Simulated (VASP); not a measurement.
A run of VASP 6.6.1 is set up as follows.

The input INCAR:

```
PREC = Accurate
ENCUT = 520
EDIFF = 1E-6
ISMEAR = -1
SIGMA = 0.0326
LREAL = False
LASPH = True
NELM = 80
ALGO = Normal
ISIF = 2
LWAVE = False
LCHARG = True
GGA = PE
LELF = True
LVHAR = True
NBANDS = 46
```

KPOINTS

```
Automatic mesh
0
Gamma
  4 4 4
```

POSCAR

```
Tl2CdSnSb4
1.0
   -4.1449870000      4.1449870000      3.5507160000
    4.1449870000     -4.1449870000      3.5507160000
    4.1449870000      4.1449870000     -3.5507160000
Tl Cd Sn Sb
2 1 1 4
Direct
    0.5000000000      0.0000000000      0.5000000000
    0.0000000000      0.5000000000      0.5000000000
    0.5000000000      0.5000000000      0.0000000000
    0.0000000000      0.0000000000      0.0000000000
    0.4216600000      0.4216600000      0.3641800000
    0.5783400000      0.9425200000      0.0000000000
    0.0574800000      0.0574800000      0.6358200000
    0.9425200000      0.5783400000      0.0000000000
```

Potentials or basis: VASP PAW PBE potentials, release 64 (Tl_d, Cd, Sn_d, Sb).

Run with:

```console
$ cat potpaw_PBE.64/Tl_d/POTCAR potpaw_PBE.64/Cd/POTCAR potpaw_PBE.64/Sn_d/POTCAR potpaw_PBE.64/Sb/POTCAR > POTCAR
$ mpirun -np 1 vasp_std > vasp.out
```

**Question.** Predict the largest force.

**Answer.** 1.308 eV/Å.

**Question.** What does it give for the band gap on the k mesh?

**Answer.** Zero (bands 36 and 37 overlap by 0.45 eV).

Stress tensor (GPa, compression positive):
```
1.87 0.00 0.00
0.00 1.87 0.00
0.00 0.00 4.91
```

Caveat: spin-orbit coupling is left out, which moves the levels of the heavy elements; forces of over 1 eV/Å act on the atoms, so gaps and moduli don't describe the material at rest.
